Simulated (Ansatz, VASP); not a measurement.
# One calculation of Fe, two programs

```xyz
1
Lattice="-1.3650 1.3650 1.3650 1.3650 -1.3650 1.3650 1.3650 1.3650 -1.3650" Properties=species:S:1:pos:R:3 pbc="T T T"
Fe    0.0000    0.0000    0.0000
```

Alike in both runs: task single point; functional r2SCAN; k mesh 6 × 6 × 6; occupations fermi-dirac, width 0.1 eV; no spin polarisation.

|  | VASP | Ansatz |
| --- | --- | --- |
| version | VASP 6.6.1 | Ansatz 0.2.0 |
| potentials or method | VASP PAW PBE potentials, release 64 (Fe), cutoff 660 eV | plane waves (500 eV) with PAW, scalar-relativistic |
| valence electrons in the cell | 8 | 16 |

|  | VASP | Ansatz | Ansatz less VASP |
| --- | --- | --- | --- |
| pressure (GPa) | 2.1 | 1.6 | -0.57 |

VASP's potentials were made for PBE, not for r2SCAN. With one functional, cell and mesh, what is left measures potentials, basis and numerics. VASP's potentials hold 8 valence electrons a cell and Ansatz's 16, so a difference there can come from the potentials and not from the codes.

The k mesh is coarse, so the values compare programs but aren't converged.
